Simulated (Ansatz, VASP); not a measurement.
## PbO: VASP beside Ansatz

```xyz
12
Lattice="3.9879 0.0000 0.0000 0.0000 3.9879 0.0000 0.0000 0.0000 27.5221" Properties=species:S:1:pos:R:3 pbc="T T T"
Pb    1.9939    0.0000    7.5000
Pb    0.0000    1.9939    9.8686
Pb    1.9939    0.0000   12.5767
Pb    0.0000    1.9939   14.9454
Pb    1.9939    0.0000   17.6535
Pb    0.0000    1.9939   20.0221
O     0.0000    0.0000    8.6843
O     1.9939    1.9939    8.6843
O     0.0000    0.0000   13.7611
O     1.9939    1.9939   13.7611
O     0.0000    0.0000   18.8378
O     1.9939    1.9939   18.8378
```

Alike in both runs: task single point; functional PBEsol; k mesh 7 × 7 × 1; occupations gaussian, width 0.05 eV; no spin polarisation.

|  | VASP | Ansatz |
| --- | --- | --- |
| version | VASP 6.6.1 | Ansatz 0.2.0 |
| potentials or method | VASP PAW PBE potentials, release 64 (Pb_d, O), cutoff 520 eV | scalar-relativistic, plane waves, PAW |
| valence electrons in the cell | 120 | 120 |

VASP gave:

* gap on the k mesh at the Fermi level (eV): 1.86
* least direct gap on the mesh (eV): 1.98
* rms of the force components (eV/Å): 0.028

Task: Estimate Ansatz's values.

Result: gap on the k mesh at the Fermi level (eV): 1.85; least direct gap on the mesh (eV): 2.01; rms of the force components (eV/Å): 0.011.

VASP's potentials were made for PBE, not for PBEsol.

Spin-orbit coupling is off throughout.
